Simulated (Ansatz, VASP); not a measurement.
# BaS: VASP beside Ansatz

File INCAR:

```
  ALGO = Normal
  EDIFF = 1E-6
  ENCUT = 520
  GGA = PE
  ISIF = 2
  ISMEAR = -1
  LASPH = T
  LCHARG = F
  LREAL = F
  LWAVE = F
  NBANDS = 15
  NELM = 80
  PREC = Accurate
  SIGMA = 0.02
```

KPOINTS

```
k-points
0
Gamma
  6 6 6
```

File POSCAR:

```
BaS
1.0
    0.0000000000      3.4842176532      3.4842176532
    3.4842176532      0.0000000000      3.4842176532
    3.4842176532      3.4842176532      0.0000000000
Ba S
1 1
Direct
    0.0000000000      0.0000000000      0.0000000000
    0.2500000000      0.2500000000      0.2500000000
```

Input for Ansatz:

```yaml
crystal:
  lattice:
    - [0.0, 3.4842176532, 3.4842176532]
    - [3.4842176532, 0.0, 3.4842176532]
    - [3.4842176532, 3.4842176532, 0.0]
  atoms:
    - { symbol: Ba, position: [0.0, 0.0, 0.0] }
    - { symbol: S, position: [0.25, 0.25, 0.25] }
kpoints:
  mp_grid: { grid: [6, 6, 6] }
  band_path:
    path:
      - [0.0, 0.0, 0.0]
      - [-0.5, -0.5, 0.0]
      - [-0.375, -0.375, 0.25]
      - [-0.375, 0.0, 0.375]
      - [0.0, 0.0, 0.5]
      - [-0.5, -0.25, 0.25]
      - [0.25, -0.5, -0.25]
    npoints: 1
hamiltonian:
  xc: pbe
scf:
  occupations: { method: fermi_dirac, width: 0.02 }
  n_extra_bands: 4
output:
  forces: true
  stress: true
  eigenvalues: true
```

Change from the starting cell: hydrostatic strain -1.0%.

Alike in both runs: task single point; functional PBE; k mesh 6 × 6 × 6; occupations fermi-dirac, width 0.02 eV; no spin polarisation.

```csv
,VASP,Ansatz
version,VASP 6.6.1,Ansatz 0.2.0
potentials or method,"VASP PAW PBE potentials, release 64 (Ba_sv, S)","plane waves, PAW"
plane-wave cutoff (eV),520,420
valence electrons in the cell,16,16
```

```tsv
	VASP	Ansatz	Ansatz less VASP
gap on the k mesh at the Fermi level (eV)	2.81	2.79	-0.019
pressure (GPa)	1.3	0.8	-0.46
```

Neither program's run includes spin-orbit coupling.
